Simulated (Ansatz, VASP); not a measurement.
**Two plane-wave programs on RbBr**

```
Rb Br
1.0
     0.00000    3.42492    3.42492
     3.42492    0.00000    3.42492
     3.42492    3.42492    0.00000
Rb Br
1 1
Direct
  0.00000 0.00000 0.00000
  0.50000 0.50000 0.50000
```

Alike in both runs: functional PBEsol; k mesh 12 × 12 × 12; occupations fermi-dirac, width 0.1 eV; no spin polarisation.

Ansatz relaxed the structure, and its values are those at the end. VASP's run is a single point on that final structure, the one shown.

```csv
,VASP,Ansatz
version,VASP 6.6.1,Ansatz 0.2.0
potentials or method,"VASP PAW PBE potentials, release 64 (Rb_sv, Br)","PAW with Ansatz's default frozen-core files, scalar-relativistic"
plane-wave cutoff (eV),520,420
valence electrons in the cell,16,16
```

```tsv
	VASP	Ansatz	Ansatz less VASP
pressure (GPa)	0.0	0.0	-0.03
```

VASP's potentials were made for PBE, not for PBEsol. With one functional, cell and mesh, what is left measures potentials, basis and numerics.
